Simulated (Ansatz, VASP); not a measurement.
# Mn in VASP and in Ansatz

The input POSCAR:

```
Mn
1.0
    0.0000000000      2.5109868866      2.5109868866
    2.5109868866      0.0000000000      2.5109868866
    2.5109868866      2.5109868866      0.0000000000
Mn
2
Direct
    0.1250000000      0.1250000000      0.1250000000
    0.8750000000      0.8750000000      0.8750000000
```

The input INCAR.step1:

```
SYSTEM = Mn
PREC = Accurate ; ENCUT = 520
ISMEAR = -1 ; SIGMA = 0.05
LREAL = .False. ; LASPH = .True.
NELM = 150 ; ISPIN = 2
MAGMOM = -2.264 2.264 ; LMAXMIX = 4
NBANDS = 24 ; GGA = PE
ALGO = Normal ; EDIFF = 1E-4
LWAVE = .True. ; LCHARG = .False.
```

The input INCAR.step2:

```
SYSTEM = Mn
PREC = Accurate ; ENCUT = 520
EDIFF = 1E-7 ; ISMEAR = -1
SIGMA = 0.05 ; LREAL = .False.
LASPH = .True. ; NELM = 150
ALGO = Normal ; ISIF = 2
LWAVE = .False. ; LCHARG = .False.
ISPIN = 2 ; MAGMOM = -2.264 2.264
LORBIT = 11 ; LMAXMIX = 4
METAGGA = R2SCAN ; LMIXTAU = .True.
NBANDS = 24 ; ISTART = 1
```

The input KPOINTS:

```
Automatic mesh
0
Gamma
  13 13 13
  0 0 0
```

Input for Ansatz:

```yaml
crystal:
  lattice:
    - [0.0, 2.5109868866, 2.5109868866]
    - [2.5109868866, 0.0, 2.5109868866]
    - [2.5109868866, 2.5109868866, 0.0]
  atoms:
    - { symbol: Mn, position: [0.125, 0.125, 0.125], spin: -2.264 }
    - { symbol: Mn, position: [0.875, 0.875, 0.875], spin: 2.264 }
hamiltonian:
  xc: r2scan
  pseudopotentials:
    kind: paw
    azcp:
      Mn: "pseudopotentials/Mn.paw.azcp"
basis:
  ecutwfc: 500
  fft_grid_basis: typed
kpoints:
  mp_grid: { grid: [13, 13, 13], shift: [0, 0, 0] }
magnetization:
  spin_polarized: true
scf:
  occupations: { method: fermi_dirac, width: 0.05 }
  lower_state_search: "off"
output:
  stress: true
```

Alike in both runs: task single point; functional r2SCAN; k mesh 13 × 13 × 13; occupations fermi-dirac, width 0.05 eV; collinear spin.

|  | VASP | Ansatz |
| --- | --- | --- |
| version | VASP 6.6.1 | Ansatz 0.2.0 |
| potentials or method | VASP PAW PBE potentials, release 64 (Mn_pv), cutoff 520 eV | plane waves (500 eV) with PAW, scalar-relativistic |
| valence electrons in the cell | 26 | 30 |

```tsv
	VASP	Ansatz	Ansatz less VASP
pressure (GPa)	15.5	14.5	-0.97
net moment per atom (μB)	0.00	0.00	0.000
size of the moment on the site where the two differ most (μB)	2.83	2.59	-0.235
```

VASP's potentials were made for PBE, not for r2SCAN. Site moments also hang on the region over which each program counts them. VASP's potentials hold 26 valence electrons a cell and Ansatz's 30, so a difference there can come from the potentials and not from the codes. Ansatz's warnings: stability check not made.
